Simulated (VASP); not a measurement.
# Tl12F (a cell with a defect) in VASP: relaxation of the atoms with PBE

Aim: the relaxation of the atoms of Tl12F (a cell with a defect) with PBE.

Everything below comes from runs of VASP 6.6.1. Logs are shortened: lines on timing, memory, paths and dates and some standing lists are left out, and cuts for length are marked.

### Step 1. The cell of the first run

The cell holds a defect, 13 atoms: a = 6.920 Å, b = 10.380 Å, c = 5.533 Å, α = 90.00°, β = 90.00°, γ = 120.00°.

### Step 2. Relaxation of the atoms, PBE

File INCAR:

```
ALGO = Normal
EDIFF = 1E-6
EDIFFG = -0.08
ENCUT = 520
GGA = PE
IBRION = 2
ISIF = 2
ISMEAR = -1
KPAR = 4
LASPH = True
LCHARG = False
LREAL = False
LWAVE = False
NELM = 60
NSW = 45
PREC = Accurate
SIGMA = 0.1
```

File KPOINTS:

```
k-points
0
Gamma
  3 2 3
```

File POSCAR:

```
Tl12F
1.0
    6.9200000000      0.0000000000      0.0000000000
   -5.1900000000      8.9893440000      0.0000000000
    0.0000000000      0.0000000000      5.5325400000
Tl F
12 1
Direct
    0.0000000000      0.0000000000      0.0000000000
    0.1666667000      0.2222222000      0.5000000000
    0.0000000000      0.3333333000      0.0000000000
    0.1666667000      0.5555556000      0.5000000000
    0.0000000000      0.6666667000      0.0000000000
    0.1666667000      0.8888889000      0.5000000000
    0.5000000000      0.0000000000      0.0000000000
    0.6666667000      0.2222222000      0.5000000000
    0.5000000000      0.3333333000      0.0000000000
    0.6666667000      0.5555556000      0.5000000000
    0.5000000000      0.6666667000      0.0000000000
    0.6666667000      0.8888889000      0.5000000000
    0.8437243000      0.4531575000      0.2530084000
```

Potentials or basis: VASP PAW PBE potentials, release 64 (Tl_d, F).

Launch:

```
> cat potpaw_PBE.64/Tl_d/POTCAR potpaw_PBE.64/F/POTCAR > POTCAR
> mpirun -np 4 vasp_std > vasp.out
```

OUTCAR:

```text
EDIFF = 1E-6
   EDIFFG = -0.08
   ENCUT = 520
   GGA = PE
   IBRION = 2
   ISIF = 2
   ISMEAR = -1
   LASPH = True
   LREAL = False
   NELM = 60
   NSW = 45
   PREC = Accurate

 ion  position               nearest neighbor table
   1  0.000  0.000  0.000-  12 3.41  12 3.41   2 3.41   2 3.41   6 3.41   6 3.41   5 3.46   3 3.46
                             9 3.46  11 3.46   7 3.46   7 3.46
   2  0.167  0.222  0.500-   9 3.41   9 3.41   1 3.41   1 3.41   3 3.41   3 3.41   6 3.46  12 3.46
                             8 3.46   8 3.46  10 3.46   4 3.46
   3  0.000  0.333  0.000-  13 2.45   8 3.41   8 3.41   2 3.41   2 3.41   4 3.41   4 3.41   1 3.46
                             7 3.46   9 3.46   9 3.46  11 3.46   5 3.46
   4  0.167  0.556  0.500-  13 2.37  11 3.41  11 3.41   5 3.41   5 3.41   3 3.41   3 3.41   6 3.46
                            12 3.46  10 3.46  10 3.46   8 3.46   2 3.46
   5  0.000  0.667  0.000-  13 2.38  10 3.41  10 3.41   6 3.41   6 3.41   4 3.41   4 3.41   1 3.46
                             7 3.46  11 3.46  11 3.46   9 3.46   3 3.46
   6  0.167  0.889  0.500-   7 3.41   7 3.41   5 3.41   5 3.41   1 3.41   1 3.41   4 3.46   2 3.46
                             8 3.46  10 3.46  12 3.46  12 3.46
   7  0.500  0.000  0.000-   6 3.41   6 3.41   8 3.41   8 3.41  12 3.41  12 3.41   9 3.46  11 3.46
                             3 3.46   5 3.46   1 3.46   1 3.46
   8  0.667  0.222  0.500-  13 2.49   3 3.41   3 3.41   7 3.41   7 3.41   9 3.41   9 3.41  12 3.46
                             6 3.46   2 3.46   2 3.46   4 3.46  10 3.46
   9  0.500  0.333  0.000-  13 2.49   2 3.41   2 3.41   8 3.41   8 3.41  10 3.41  10 3.41   7 3.46
                             1 3.46   3 3.46   3 3.46   5 3.46  11 3.46
  10  0.667  0.556  0.500-  13 2.41   5 3.41   5 3.41  11 3.41  11 3.41   9 3.41   9 3.41  12 3.46
                             6 3.46   4 3.46   4 3.46   2 3.46   8 3.46
  11  0.500  0.667  0.000-   4 3.41   4 3.41  12 3.41  12 3.41  10 3.41  10 3.41   7 3.46   1 3.46
                             5 3.46   5 3.46   3 3.46   9 3.46
  12  0.667  0.889  0.500-   1 3.41   1 3.41  11 3.41  11 3.41   7 3.41   7 3.41   8 3.46  10 3.46
                             2 3.46   4 3.46   6 3.46   6 3.46
  13  0.844  0.453  0.253-   4 2.37   5 2.38  10 2.41   3 2.45   8 2.49   9 2.49

  LATTYP: Found a simple monoclinic cell.
 ALAT       =     6.9200000000
 B/A-ratio  =     0.7995000000
 C/A-ratio  =     1.3228756993
 COS(beta)  =    -0.1889822302

  Lattice vectors:

 A1 = (   6.9200000000,   0.0000000000,   0.0000000000)
 A2 = (   0.0000000000,   0.0000000000,   5.5325400000)
 A3 = (  -1.7300000000,  -8.9893440000,   0.0000000000)

Analysis of symmetry for initial positions (statically):
=====================================================================
 Subroutine PRICEL returns:
 Original cell was already a primitive cell.

 Routine SETGRP: Setting up the symmetry group for a
 simple monoclinic supercell.

 Subroutine GETGRP returns: Found  1 space group operations
 (whereof  1 operations were pure point group operations)
 out of a pool of  4 trial point group operations.

The static configuration has the point symmetry C_1 .

Analysis of symmetry for dynamics (positions and initial velocities):
=====================================================================
 Subroutine PRICEL returns:
 Original cell was already a primitive cell.

 Routine SETGRP: Setting up the symmetry group for a
 simple monoclinic supercell.

 Subroutine GETGRP returns: Found  1 space group operations
 (whereof  1 operations were pure point group operations)
 out of a pool of  4 trial point group operations.

The dynamic configuration has the point symmetry C_1 .

 Subroutine INISYM returns: Found  1 space group operations
 (whereof  1 operations are pure point group operations),
 and found     1 'primitive' translations

----------------------------------------------------------------------------------------

                                     Primitive cell

  volume of cell :     344.1586

  direct lattice vectors                    reciprocal lattice vectors
     6.920000000  0.000000000  0.000000000     0.144508671  0.083432117  0.000000000
    -5.190000000  8.989344000  0.000000000     0.000000000  0.111242823  0.000000000
     0.000000000  0.000000000  5.532540000     0.000000000  0.000000000  0.180748806

  length of vectors
[... 67 lines left out ...]
|        whereas your k-lattice is hexagonal.                                 |
|                                                                             |
|     Results are often still useful ...                                      |
|                                                                             |
 -----------------------------------------------------------------------------

 Subroutine IBZKPT returns following result:
 ===========================================

 Found     10 irreducible k-points:

 Following reciprocal coordinates:
            Coordinates               Weight
  0.000000  0.000000  0.000000      1.000000
  0.333333  0.000000  0.000000      2.000000
  0.000000  0.500000  0.000000      1.000000
  0.333333  0.500000  0.000000      2.000000
  0.000000  0.000000  0.333333      2.000000
  0.333333  0.000000  0.333333      2.000000
 -0.333333  0.000000  0.333333      2.000000
  0.000000  0.500000  0.333333      2.000000
  0.333333  0.500000  0.333333      2.000000
 -0.333333  0.500000  0.333333      2.000000
   k-points           NKPTS =     10   k-points in BZ     NKDIM =     10   number of bands    NBANDS=     97
   number of dos      NEDOS =    301   number of ions     NIONS =     13
   total plane-waves  NPLWV = 181440
   dimension x,y,z NGX =    54 NGY =   80 NGZ =   42
   dimension x,y,z NGXF=   108 NGYF=  160 NGZF=   84
   ions per type =              12   1
   NGX,Y,Z   is equivalent  to a cutoff of  12.97, 12.81, 12.62 a.u.
   NGXF,Y,Z  is equivalent  to a cutoff of  25.95, 25.63, 25.24 a.u.
 SYSTEM =  unknown system
   PREC   = accura    normal or accurate (medium, high low for compatibility)
   ISTART =      0    job   : 0-new  1-cont  2-samecut
   ICHARG =      2    charge: 1-file 2-atom 10-const
   ISPIN  =      1    spin polarized calculation?
   LNONCOLLINEAR =      F non collinear calculations
   LSORBIT =      F    spin-orbit coupling
   LASPH  =      T    aspherical Exc in radial PAW
   ENCUT  =  520.0 eV  38.22 Ry    6.18 a.u.  12.87 19.30 10.29*2*pi/ulx,y,z
   NELM   =     60;   NELMIN=  2; NELMDL= -5     # of ELM steps
   EDIFF  = 0.1E-05   stopping-criterion for ELM
   LREAL  =      F    real-space projection
   EDIFFG = -.8E-01   stopping-criterion for IOM
   NSW    =     45    number of steps for IOM
   IBRION =      2    ionic relax: 0-MD 1-quasi-New 2-CG
   NFREE  =      1    steps in history (QN), initial steepest desc. (CG)
   ISIF   =      2    stress and relaxation
   ISYM   =      2    0-nonsym 1-usesym 2-fastsym
   POTIM  = 0.5000    time-step for ionic-motion
   TEBEG  =    0.0;   TEEND  =   0.0 temperature during run
   PSTRESS=    0.0 pullay stress
   NELECT =     163.0000    total number of electrons
   NUPDOWN=      -1.0000    fix difference up-down
   EMIN   =  10.00;   EMAX   =-10.00  energy-range for DOS
   EFERMI =   0.00;   METHOD = LEGACY
   ISMEAR =    -1;   SIGMA  =   0.10  broadening in eV -4-tet -1-fermi 0-gaus
   EFERMI_NEDOS =   21; number of points for ismear=-14 and -15
   IALGO  =     38    algorithm
   IMIX   =      4    mixing-type and parameters
     AMIX     =   0.40;   BMIX     =  1.00
     AMIX_MAG =   1.60;   BMIX_MAG =  1.00
  volume/ion in A,a.u.               =      26.47       178.65
  Fermi-wavevector in a.u.,A,eV,Ry     =   1.276099  2.411478 22.156128  1.628429
  Thomas-Fermi vector in A             =   2.408774
   LORBIT       =      0    0 simple, 1 ext, 2 COOP (PROOUT), +10 PAW based schemes
   GGA     = PE    functional components
   LHFCALC =     F    Hartree Fock is set to
   AEXX    =    0.0000 exact exchange contribution
   IVDW    =     0    specifies the selected vdW correction
   LEPSILON=     F    determine dielectric tensor
   LRPA    =     F    only Hartree local field effects (RPA)
 conjugate gradient relaxation of ions
 non-spin polarized calculation
  energy-cutoff  :      520.00
  volume of cell :      344.16
 maximum number of plane-waves:      9300
 NGX is ok and might be reduce to    54
   NGX = 25   NGY = 39   NGZ = 21

--------------------------------------- Ionic step        1  -------------------------------------------

 number of electron     163.0000008 magnetization

 Free energy of the ion-electron system (eV)
  ---------------------------------------------------
  ext. energy  EPLUGINS =         0.00000000
  ---------------------------------------------------
  free energy    TOTEN  =       -29.88929807 eV

  energy without entropy =      -29.63297189  energy(sigma->0) =      -29.76113498

------------------------ aborting loop because EDIFF is reached ----------------------------------------

  FORCE on cell =-STRESS in cart. coord.  units (eV):
  Direction    XX          YY          ZZ          XY          YZ          ZX
  --------------------------------------------------------------------------------------
  -------------------------------------------------------------------------------------
  Total       14.4006991     13.5345341     11.1555960      0.2101257      0.0094866      0.1752112
  in kB       67.0402310     63.0079336     51.9331544      0.9782076      0.0441633      0.8156686
  external PRESSURE =      60.6604397 kB  Pullay stress =       0.0000000 kB
[... 363 lines left out ...]
--------------------------------------- Ionic step        9  -------------------------------------------

 number of electron     163.0000000 magnetization

 Free energy of the ion-electron system (eV)
  ---------------------------------------------------
  ext. energy  EPLUGINS =         0.00000000
  ---------------------------------------------------
  free energy    TOTEN  =       -30.58053326 eV

  energy without entropy =      -30.38792928  energy(sigma->0) =      -30.48423127

 E-fermi :   6.7252     XC(G=0): -10.2950

 val. band max:        6.6626475410   @ k =  -0.3333   0.5000   0.3333
 cond. band min:       6.8150406566   @ k =   0.0000   0.5000   0.3333
 fundamental gap:      0.1523931157
 Fermi energy:         6.7251551127

 k-point     1 :       0.0000    0.0000    0.0000
  band No.  band energies     occupation
      1     -16.8944      2.00000
      2      -5.2728      2.00000
      3      -5.2391      2.00000
      4      -5.1783      2.00000
      5      -5.1708      2.00000
      6      -5.1620      2.00000
[... 949 lines left out ...]
     92      10.1258      0.00000
     93      10.2888      0.00000
 [bands above 93 left out]

------------------------ aborting loop because EDIFF is reached ----------------------------------------

  FORCE on cell =-STRESS in cart. coord.  units (eV):
  Direction    XX          YY          ZZ          XY          YZ          ZX
  --------------------------------------------------------------------------------------
  -------------------------------------------------------------------------------------
  Total       11.8121474     10.5866631      8.9729420      0.4624903      0.1834298      0.1278726
  in kB       54.9896280     49.2845753     41.7721460      2.1530520      0.8539290      0.5952913
  external PRESSURE =      48.6821164 kB  Pullay stress =       0.0000000 kB
[... 28 lines left out ...]
  FREE ENERGIE OF THE ION-ELECTRON SYSTEM (eV)
  ---------------------------------------------------
  free  energy   TOTEN  =       -30.5805332584 eV

  energy  without entropy=      -30.3879292756  energy(sigma->0) =      -30.48423127

 reached required accuracy - stopping structural energy minimisation
```

Run time: 16 min. Hardware: 4 MPI ranks of Intel Xeon Platinum 8259CL at 2.50GHz (Skylake/Cascade Lake), shared host; peak memory 0.62 GiB.

Results:

```
Free energy                  : -30.5805 eV
Energy gained by relaxing    : 53.2 meV/atom
Ionic steps                  : 9
Pressure after relaxing      : 4.9 GPa
Largest force after relaxing : 0.079 eV/Å
Band gap on the k mesh       : zero (an odd number of electrons rules out a gap without spin polarisation)
```

Forces on the atoms (eV/Å):
```
Tl   0.011  0.048  0.003
Tl  -0.018  0.046 -0.062
Tl   0.029 -0.019 -0.012
Tl   0.013 -0.006 -0.016
Tl   0.000 -0.031  0.049
Tl   0.006 -0.012 -0.008
Tl   0.003  0.006  0.032
Tl   0.008  0.036 -0.069
Tl  -0.026  0.010  0.025
Tl  -0.005  0.005  0.009
Tl   0.005 -0.042  0.051
Tl  -0.021 -0.035 -0.012
F   -0.005 -0.007  0.009
```

Stress tensor (GPa, compression positive):
```
5.50 0.22 0.06
0.22 4.93 0.09
0.06 0.09 4.18
```

Step by step:
```
step  energy change (eV)  largest force (eV/Å)  pressure (GPa)
   1              0.0000                1.5402            6.07
   2             -0.3748                0.8615            5.43
   3             -0.5866                0.4141            4.94
   4             -0.5905                0.3875            4.95
   5             -0.6192                0.2995            4.92
   6             -0.6620                0.1584            4.90
   7             -0.6629                0.1841            4.90
   8             -0.6757                0.1331            4.88
   9             -0.6912                0.0792            4.87
```

Final structure:
```
Tl F
1.0
     6.92000    0.00000    0.00000
    -5.19000    8.98934    0.00000
     0.00000    0.00000    5.53254
Tl F
12 1
Direct
  0.99124 0.99650 0.98977
  0.16920 0.22104 0.47108
  0.00463 0.32516 0.97391
  0.18386 0.56243 0.52814
  0.02106 0.69125 0.97854
  0.15940 0.88523 0.48137
  0.50760 0.00391 0.01441
  0.64576 0.19981 0.51961
  0.48620 0.32763 0.97599
  0.66134 0.56376 0.52700
  0.49855 0.66828 0.03257
  0.67670 0.89379 0.51072
  0.83817 0.44771 0.24988
```

Levels at points of the mesh, in eV from the Fermi level:
| k point | band 79 | band 80 | band 81 | band 82 | band 83 | band 84 | band 85 | band 86 |
| --- | --- | --- | --- | --- | --- | --- | --- | --- |
| (0.00, 0.00, 0.00) | -0.79 | -0.57 | -0.49 | -0.46 | 0.26 | 0.38 | 0.80 | 0.96 |
| (0.00, 0.50, 0.00) | -0.74 | -0.72 | -0.71 | -0.33 | 0.49 | 0.73 | 0.92 | 1.02 |

Caveat: the k points lie up to 0.38 Å⁻¹ apart, too coarse for converged energies and pressures of a metal; spin-orbit coupling is left out, which moves the levels of the heavy elements; the relaxation stopped at a loose force limit of 0.08 eV/Å, so its end isn't a converged minimum.

The gap in the log of VASP goes by the Fermi energy; the results here count the filled bands.